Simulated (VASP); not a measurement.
# CaS (Oldhamite) (Fm-3m) in VASP: a series of runs

The runs below take CaS (Oldhamite) through single point, relaxation of cell and atoms, with PBE.

Program: VASP 6.6.1. These are calculated values, not measurements. Logs are shortened: lines on timing, memory, paths and dates and some standing lists are left out, and cuts for length are marked.

### 1 The cell of the first run

It takes space group Fm-3m (No. 225, cubic). Conventional cell: a = 5.712 Å, b = 5.712 Å, c = 5.712 Å, α = 90.00°, β = 90.00°, γ = 90.00°. Within 3.8 Å of Ca (site symmetry m-3m) lie 6 S at 2.86 Å. S (site symmetry m-3m) has 6 Ca at 2.86 Å within 3.8 Å.

### 2 Single point, PBE

Input file INCAR:

```
SYSTEM = CaS
PREC = Accurate ; ENCUT = 500
EDIFF = 1E-6 ; ISMEAR = -1
SIGMA = 0.02 ; LREAL = .False.
LASPH = .True. ; NELM = 120
ALGO = Normal ; ISIF = 2
LWAVE = .False. ; LCHARG = .False.
GGA = PE ; NBANDS = 15
GGA_COMPAT = .False.
```

Input file KPOINTS:

```
regular mesh
0
Gamma
  8 8 8
  0 0 0
```

Input file POSCAR:

```
CaS
1.0
    0.0000000000      2.8560321311      2.8560321311
    2.8560321311      0.0000000000      2.8560321311
    2.8560321311      2.8560321311      0.0000000000
Ca S
1 1
Direct
    0.0000000000      0.0000000000      0.0000000000
    0.5000000000      0.5000000000      0.5000000000
```

Potentials or basis: VASP PAW PBE potentials, release 64 (Ca_sv, S).

The run is started by

```console
$ cat potpaw_PBE.64/Ca_sv/POTCAR potpaw_PBE.64/S/POTCAR > POTCAR
$ mpirun -np 1 vasp_std > vasp.out
```

OUTCAR:

```text
SYSTEM = CaS
   PREC = Accurate
   ENCUT = 500
   EDIFF = 1E-6
   ISMEAR = -1
   LREAL = .False.
   LASPH = .True.
   NELM = 120
   ISIF = 2
   GGA = PE

 ion  position               nearest neighbor table
   1  0.000  0.000  0.000-   2 2.86   2 2.86   2 2.86   2 2.86   2 2.86   2 2.86
   2  0.500  0.500  0.500-   1 2.86   1 2.86   1 2.86   1 2.86   1 2.86   1 2.86

  LATTYP: Found a face centered cubic cell.
 ALAT       =     5.7120642622

  Lattice vectors:

 A1 = (   0.0000000000,   2.8560321311,   2.8560321311)
 A2 = (   2.8560321311,   0.0000000000,   2.8560321311)
 A3 = (   2.8560321311,   2.8560321311,   0.0000000000)

Analysis of symmetry for initial positions (statically):
=====================================================================
 Subroutine PRICEL returns:
 Original cell was already a primitive cell.

 Routine SETGRP: Setting up the symmetry group for a
 face centered cubic supercell.

 Subroutine GETGRP returns: Found 48 space group operations
 (whereof 48 operations were pure point group operations)
 out of a pool of 48 trial point group operations.

The static configuration has the point symmetry O_h .

Analysis of symmetry for dynamics (positions and initial velocities):
=====================================================================
 Subroutine PRICEL returns:
 Original cell was already a primitive cell.

 Routine SETGRP: Setting up the symmetry group for a
 face centered cubic supercell.

 Subroutine GETGRP returns: Found 48 space group operations
 (whereof 48 operations were pure point group operations)
 out of a pool of 48 trial point group operations.

The dynamic configuration has the point symmetry O_h .

 Subroutine INISYM returns: Found 48 space group operations
 (whereof 48 operations are pure point group operations),
 and found     1 'primitive' translations

----------------------------------------------------------------------------------------

                                     Primitive cell

  volume of cell :      46.5928

  direct lattice vectors                    reciprocal lattice vectors
     0.000000000  2.856032131  2.856032131    -0.175068058  0.175068058  0.175068058
     2.856032131  0.000000000  2.856032131     0.175068058 -0.175068058  0.175068058
     2.856032131  2.856032131  0.000000000     0.175068058  0.175068058 -0.175068058

  length of vectors
     4.039039374  4.039039374  4.039039374     0.303226772  0.303226772  0.303226772

  position of ions in fractional coordinates (direct lattice)
     0.000000000  0.000000000  0.000000000
     0.500000000  0.500000000  0.500000000
[... 83 lines left out ...]
   ISIF   =      2    stress and relaxation
   ISYM   =      2    0-nonsym 1-usesym 2-fastsym
   POTIM  = 0.5000    time-step for ionic-motion
   TEBEG  =    0.0;   TEEND  =   0.0 temperature during run
   PSTRESS=    0.0 pullay stress
   NELECT =      16.0000    total number of electrons
   NUPDOWN=      -1.0000    fix difference up-down
   EMIN   =  10.00;   EMAX   =-10.00  energy-range for DOS
   EFERMI =   0.00;   METHOD = LEGACY
   ISMEAR =    -1;   SIGMA  =   0.02  broadening in eV -4-tet -1-fermi 0-gaus
   EFERMI_NEDOS =   21; number of points for ismear=-14 and -15
   IALGO  =     38    algorithm
   IMIX   =      4    mixing-type and parameters
     AMIX     =   0.40;   BMIX     =  1.00
     AMIX_MAG =   1.60;   BMIX_MAG =  1.00
  volume/ion in A,a.u.               =      23.30       157.21
  Fermi-wavevector in a.u.,A,eV,Ry     =   1.146415  2.166410 17.881683  1.314267
  Thomas-Fermi vector in A             =   2.283099
   LORBIT       =      0    0 simple, 1 ext, 2 COOP (PROOUT), +10 PAW based schemes
   GGA     = PE    functional components
   LHFCALC =     F    Hartree Fock is set to
   AEXX    =    0.0000 exact exchange contribution
   IVDW    =     0    specifies the selected vdW correction
   LEPSILON=     F    determine dielectric tensor
   LRPA    =     F    only Hartree local field effects (RPA)
 non-spin polarized calculation
  energy-cutoff  :      500.00
  volume of cell :       46.59
 maximum number of plane-waves:      1243
 NGX is ok and might be reduce to    30
   NGX = 15   NGY = 15   NGZ = 15

 number of electron      16.0000004 magnetization

 Free energy of the ion-electron system (eV)
  ---------------------------------------------------
  ext. energy  EPLUGINS =         0.00000000
  ---------------------------------------------------
  free energy    TOTEN  =       -10.36487430 eV

  energy without entropy =      -10.36487430  energy(sigma->0) =      -10.36487430

 E-fermi :   3.0495     XC(G=0):  -9.2767

 val. band max:        2.6645164298   @ k =   0.0000   0.0000   0.0000
 cond. band min:       5.0417112392   @ k =   0.5000   0.5000   0.0000
 fundamental gap:      2.3771948095
 Fermi energy:         3.0494665712

 k-point     1 :       0.0000    0.0000    0.0000
  band No.  band energies     occupation
      1     -36.5643      2.00000
      2     -17.5431      2.00000
      3     -17.5431      2.00000
      4     -17.5431      2.00000
      5      -8.6319      2.00000
      6       2.6645      2.00000
      7       2.6645      2.00000
      8       2.6645      2.00000
      9       6.7562      0.00000
     10       6.8303      0.00000
     11       6.8303      0.00000
     12       6.8303      0.00000
     13       7.4163      0.00000
     14       7.4163      0.00000
[... 401 lines left out ...]
      2     -17.6735      2.00000
      3     -17.5907      2.00000
      4     -17.5683      2.00000
      5      -7.8725      2.00000
      6       0.0624      2.00000
      7       1.1870      2.00000
      8       1.5142      2.00000
      9       7.6337      0.00000
     10       7.9530      0.00000
     11       9.0727      0.00000
     12       9.3788      0.00000
     13       9.6639      0.00000
     14      10.6284      0.00000
     15      11.8944      0.00000

 [... further k-points ...]
[... 5 lines left out ...]
  --------------------------------------------------------------------------------------
  -------------------------------------------------------------------------------------
  Total        0.0394258      0.0394258      0.0394258      0.0000000     -0.0000000     -0.0000000
  in kB        1.3557271      1.3557271      1.3557271      0.0000000     -0.0000000     -0.0000000
  external PRESSURE =       1.3557271 kB  Pullay stress =       0.0000000 kB

 VOLUME and BASIS-vectors are now :
 -----------------------------------------------------------------------------
  energy-cutoff  :      500.00
  volume of cell :       46.59
      direct lattice vectors                 reciprocal lattice vectors
     0.000000000  2.856032131  2.856032131    -0.175068058  0.175068058  0.175068058
     2.856032131  0.000000000  2.856032131     0.175068058 -0.175068058  0.175068058
     2.856032131  2.856032131  0.000000000     0.175068058  0.175068058 -0.175068058

 POSITION                                       TOTAL-FORCE (eV/Angst)
 -----------------------------------------------------------------------------------
      0.00000      0.00000      0.00000         0.000000     -0.000000      0.000000
      2.85603      2.85603      2.85603         0.000000      0.000000     -0.000000
 -----------------------------------------------------------------------------------
    total drift:                               -0.000000      0.000000      0.000000

  FREE ENERGIE OF THE ION-ELECTRON SYSTEM (eV)
  ---------------------------------------------------
  free  energy   TOTEN  =       -10.3648742952 eV

  energy  without entropy=      -10.3648742951  energy(sigma->0) =      -10.36487430
```

Wall time 11 s (1 thread of Intel Xeon 6975P-C (Granite Rapids), shared host); peak memory 0.17 GiB.

Results:

```yaml
Free_energy: -10.3649 eV
Pressure: 0.1 GPa
Band_gap_on_the_k_mesh: 2.38 eV, indirect (least direct gap 3.18 eV)
```

A k mesh can miss the band edges. PBE gaps usually lie below the measured ones, often by a third to a half.

### 3 Relaxation of cell and atoms, PBE

This run uses another cell than the first one, of 22.98 Å³/atom, 0.986 times its volume.

Input file INCAR:

```
PREC = Accurate
ENCUT = 500
EDIFF = 1E-7
ISMEAR = -1
SIGMA = 0.02
LREAL = False
LASPH = True
NELM = 120
ALGO = Normal
ISIF = 3
LWAVE = False
LCHARG = False
GGA = PE
IBRION = 2
NSW = 80
EDIFFG = -0.005
GGA_COMPAT = False
NELMIN = 4
```

Input file KPOINTS:

```
Automatic mesh
0
Gamma
  8 8 8
```

Input file POSCAR:

```
CaS
1.0
    0.0000000000      2.8430000000      2.8430000000
    2.8430000000      0.0000000000      2.8430000000
    2.8430000000      2.8430000000      0.0000000000
Ca S
1 1
Direct
    0.0000000000      0.0000000000      0.0000000000
    0.5000000000      0.5000000000      0.5000000000
```

Potentials or basis: VASP PAW PBE potentials, release 64 (Ca_sv, S).

The run is started by

```console
$ cat potpaw_PBE.64/Ca_sv/POTCAR potpaw_PBE.64/S/POTCAR > POTCAR
$ mpirun -np 1 vasp_std > vasp.out
```

Run time: 36 s. Hardware: 1 thread of Intel Xeon 6975P-C (Granite Rapids), shared host; peak memory 0.18 GiB.

It converged, with:

* Free energy: -10.3647 eV
* Relaxed volume: 23.35 Å³/atom
* Relaxed cell: a = 4.042 Å, b = 4.042 Å, c = 4.042 Å, α = 60.00°, β = 60.00°, γ = 60.00°
* Space group after relaxing (to 0.05 Å): Fm-3m (No. 225)
* Energy gained by relaxing: 1.1 meV/atom
* Ionic steps: 3
* Pressure after relaxing: 0.0 GPa
* Band gap on the k mesh: 2.38 eV, indirect (least direct gap 3.18 eV)

Step by step:
```
step  energy change (eV)  largest force (eV/Å)  pressure (GPa)  volume (Å³)
   1              0.0000                0.0000            0.95        45.96
   2             -0.0021                0.0000           -0.20        46.87
   3             -0.0022                0.0000            0.00        46.70
```

Final structure:
```
CELL_PARAMETERS angstrom
0.00000 2.85821 2.85821
2.85821 0.00000 2.85821
2.85821 2.85821 0.00000
ATOMIC_POSITIONS crystal
Ca 0.00000 0.00000 0.00000
S 0.50000 0.50000 0.50000
```

Levels at points of the mesh, in eV from the valence-band top:
```tsv
k point	band 4	band 5	band 6	band 7	band 8	band 9	band 10	band 11	band 12
(0.00, 0.00, 0.00)	-20.22	-11.29	0.00	0.00	0.00	4.08	4.17	4.17	4.17
(0.50, 0.00, 0.00)	-20.23	-10.50	-3.05	-1.13	-1.13	5.20	6.02	6.16	6.16
(0.50, 0.50, 0.00)	-20.26	-10.68	-2.25	-0.80	-0.80	2.38	5.58	5.96	6.72
```
